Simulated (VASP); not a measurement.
The system is Sn.

```xyz
1
Lattice="-1.8819 1.8819 1.8819 1.8819 -1.8819 1.8819 1.8819 1.8819 -1.8819" Properties=species:S:1:pos:R:3 pbc="T T T"
Sn    0.0000    0.0000    0.0000
```

Base run:

```yaml
Program: VASP 6.6.1
Functional: r2SCAN
Potentials_or_basis: VASP PAW PBE potentials, release 64 (Sn_d)
Cutoff: 520 eV
k_mesh: 10 × 10 × 10
Occupations: fermi-dirac, width 0.05 eV
Spin: no spin polarisation
```

Its results: band gap on the k mesh zero (band 7 reaches 16.90 eV, above the bottom of band 8 at 5.79 eV); pressure 0.2 GPa.

Question: The run is repeated on the same cell with these changes: functional from r2SCAN to PBE. What comes out?

Answer: Band gap on the k mesh zero (band 7 reaches 16.47 eV, above the bottom of band 8 at 5.99 eV); pressure 1.6 GPa.

Caveats: spin-orbit coupling is left out, which moves the levels of the heavy elements; the PAW data sets were made with another functional, which shifts forces and pressure a little (some runs).
